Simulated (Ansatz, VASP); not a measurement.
**Nb3Pb in VASP and in Ansatz**

```
Nb Pb
1.0
     5.31900    0.00000    0.00000
     0.00000    5.31900    0.00000
     0.00000    0.00000    5.31900
Nb Pb
6 2
Direct
  0.25000 0.00000 0.50000
  0.50000 0.75000 0.00000
  0.75000 0.00000 0.50000
  0.50000 0.25000 0.00000
  0.00000 0.50000 0.75000
  0.00000 0.50000 0.25000
  0.00000 0.00000 0.00000
  0.50000 0.50000 0.50000
```

Alike in both runs: functional PBE; k mesh 6 × 6 × 6; occupations fermi-dirac, width 0.05 eV; no spin polarisation.

Ansatz relaxed the structure, and its values are those at the end. VASP's run is a single point on that final structure, the one shown.

```csv
,VASP,Ansatz
version,VASP 6.6.1,Ansatz 0.2.0
potentials or method,"VASP PAW PBE potentials, release 64 (Nb_sv, Pb_d)","plane-wave PAW, scalar-relativistic"
plane-wave cutoff (eV),520,420
valence electrons in the cell,106,106
```

|  | VASP | Ansatz | Ansatz less VASP |
| --- | --- | --- | --- |
| pressure (GPa) | 4.5 | 4.7 | +0.24 |

Ansatz's warnings: stress scf threshold loose.

Spin-orbit coupling is off throughout.
